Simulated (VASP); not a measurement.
Write the native input for VASP 6.6.1 that does the following.

```yaml
Task: single point
Functional: PBE
Potentials_or_basis: VASP PAW PBE potentials, release 64 (Al, In_d, N)
Cutoff: 520 eV
k_mesh: 12 × 12 × 4
Occupations: gaussian, width 0.02 eV
Spin: no spin polarisation
Dipole_correction: no
Further_INCAR_settings: ALGO = Normal; EDIFF = 1e-07; NBANDS = 26
```

The structure of Al2InN3 lies in POSCAR:

```
Al2InN3
1.0
    3.0274760975      0.0000000000      0.0000000000
   -1.5137380488      2.6218712098      0.0000000000
    0.0000000000      0.0000000000      7.5186077160
Al In N
2 1 3
Direct
    0.3333333333      0.6666666667      0.6555061716
    0.6666666667      0.3333333333      0.3444938284
    0.0000000000      0.0000000000      0.0000000000
    0.3333333333      0.6666666667      0.1968219867
    0.6666666667      0.3333333333      0.8031780133
    0.0000000000      0.0000000000      0.5000000000
```

These files were run (other wordings do the same):

INCAR

```
SYSTEM = Al2InN3
PREC     = Accurate       ! precision mode
ENCUT    = 520            ! plane-wave cutoff, eV
EDIFF    = 1E-7           ! SCF threshold, eV
ISMEAR   = 0              ! smearing method
SIGMA    = 0.02           ! smearing width, eV
LREAL    = .False.        ! projectors in reciprocal space
LASPH    = .True.         ! aspherical terms in the spheres
NELM     = 60             ! most SCF steps
ALGO     = Normal         ! electronic algorithm
ISIF     = 2              ! what is computed and relaxed
LWAVE    = .False.        ! write WAVECAR
LCHARG   = .False.        ! write CHGCAR
GGA      = PE             ! functional
NBANDS   = 26             ! bands
```

KPOINTS

```
Automatic mesh
0
Gamma
  12 12 4
  0 0 0
```

Potentials or basis: VASP PAW PBE potentials, release 64 (Al, In_d, N).

Command:

```console
$ cat potpaw_PBE.64/Al/POTCAR potpaw_PBE.64/In_d/POTCAR potpaw_PBE.64/N/POTCAR > POTCAR
$ mpirun -np 1 vasp_std > vasp.out
```

It gave:

| Property | Result |
| --- | --- |
| Pressure | 0.0 GPa |
| Largest force | 0.032 eV/Å |
| Band gap on the k mesh | 2.36 eV, indirect (least direct gap 2.69 eV) |

Caveat: spin-orbit coupling is left out, which moves the levels of the heavy elements.

It took 65 s on 1 thread of AMD EPYC 9R45 96-Core Processor (Zen 5), on a shared host, peak memory 0.22 GiB.
